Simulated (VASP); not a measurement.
Set up this calculation in VASP 6.6.1, as the native input.

```
Task                   : relaxation of the atoms
Functional             : PBE
Potentials or basis    : VASP PAW PBE potentials, release 64 (Sr_sv, O)
Cutoff                 : 520 eV
k mesh                 : 4 × 4 × 4
Occupations            : gaussian, width 0.05 eV
Spin                   : no spin polarisation
Dipole correction      : no
Further INCAR settings : LREAL = Auto; ALGO = Fast; EDIFF = 1e-07; IBRION = 2; EDIFFG = -0.02; NSW = 70
```

The structure of Sr7O8 (a cell with a defect) lies in POSCAR:

```
Sr7O8
1.0
    0.0000000000      5.1947835166     -5.1947835166
    5.1947835166      5.1947835166      0.0000000000
    5.1947835166      0.0000000000     -5.1947835166
Sr O
7 8
Direct
    0.0000000000      0.5000000000      0.5000000000
    0.5000000000      0.0000000000      0.5000000000
    0.5000000000      0.5000000000      0.5000000000
    0.0000000000      0.0000000000      1.0000000000
    0.0000000000      0.5000000000      1.0000000000
    0.5000000000      0.0000000000      1.0000000000
    0.5000000000      0.5000000000      1.0000000000
    0.2500000000      0.7500000000      0.2500000000
    0.2500000000      0.2500000000      0.2500000000
    0.7500000000      0.7500000000      0.2500000000
    0.7500000000      0.2500000000      0.2500000000
    0.2500000000      0.7500000000      0.7500000000
    0.2500000000      0.2500000000      0.7500000000
    0.7500000000      0.7500000000      0.7500000000
    0.7500000000      0.2500000000      0.7500000000
```

This cell differs from its parent crystal: atoms taken out.

One way to write it, as run:

INCAR

```
SYSTEM = Sr7O8
ALGO = Fast ; EDIFF = 1E-7
EDIFFG = -0.02 ; ENCUT = 520
GGA = PE ; IBRION = 2
ISIF = 2 ; ISMEAR = 0
LASPH = .TRUE. ; LCHARG = .FALSE.
LREAL = Auto ; LWAVE = .FALSE.
NELM = 60 ; NSW = 70
PREC = Accurate ; SIGMA = 0.05
```

KPOINTS

```
k-points
0
G
  4 4 4
  0 0 0
```

Potentials or basis: VASP PAW PBE potentials, release 64 (Sr_sv, O).

Run with:

```bash
$ cat potpaw_PBE.64/Sr_sv/POTCAR potpaw_PBE.64/O/POTCAR > POTCAR
$ mpirun -np 1 vasp_std > vasp.out
```

Results of the run:

```
Energy gained by relaxing    : 44.0 meV/atom
Ionic steps                  : 3
Pressure after relaxing      : 0.4 GPa
Largest force after relaxing : 0.018 eV/Å
Band gap on the k mesh       : zero (bands 59 and 60 overlap by 0.14 eV)
```

Caveat: the cell differs from its parent crystal (atoms taken out).

Run time: 44 min on 1 thread of Oxide Virtual Turin-like Processor, with other jobs on the host, peak memory 0.46 GiB.
